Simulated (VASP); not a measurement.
CdS (wurtzite): single point with PBE

CdS (wurtzite):

```
Cd S
1.0
     4.06868    0.00000    0.00000
    -2.03434    3.52358    0.00000
     0.00000    0.00000    6.62967
Cd S
2 2
Direct
  0.33333 0.66667 0.00048
  0.66667 0.33333 0.50048
  0.33333 0.66667 0.37652
  0.66667 0.33333 0.87652
```

```yaml
Program: VASP 6.6.1
Task: single point
Functional: PBE
Potentials_or_basis: VASP PAW PBE potentials, release 64 (Cd, S)
Cutoff: 520 eV
k_mesh: 9 × 9 × 6
Occupations: gaussian, width 0.01 eV
Spin: no spin polarisation
Dipole_correction: no
Further_INCAR_settings: ALGO = Normal; EDIFF = 1e-07; NBANDS = 26
```

```json
{"Pressure": "6.4 GPa", "Band gap on the k mesh": "1.33 eV, direct"}
```

Levels at points of the mesh, in eV from the valence-band top:
| k point | band 14 | band 15 | band 16 | band 17 | band 18 | band 19 | band 20 | band 21 | band 22 | band 23 |
| --- | --- | --- | --- | --- | --- | --- | --- | --- | --- | --- |
| (0.00, 0.00, 0.00) | -0.82 | -0.82 | -0.06 | 0.00 | 0.00 | 1.33 | 2.87 | 6.47 | 6.47 | 6.76 |
| (0.00, 0.00, 0.50) | -2.58 | -0.43 | -0.43 | -0.43 | -0.43 | 2.96 | 2.96 | 6.24 | 6.24 | 6.83 |

It took 4.3 min on 1 thread of AMD EPYC 7R13 (shared host), peak memory 0.22 GiB.

PBE gaps usually lie below the measured ones, often by a third to a half.
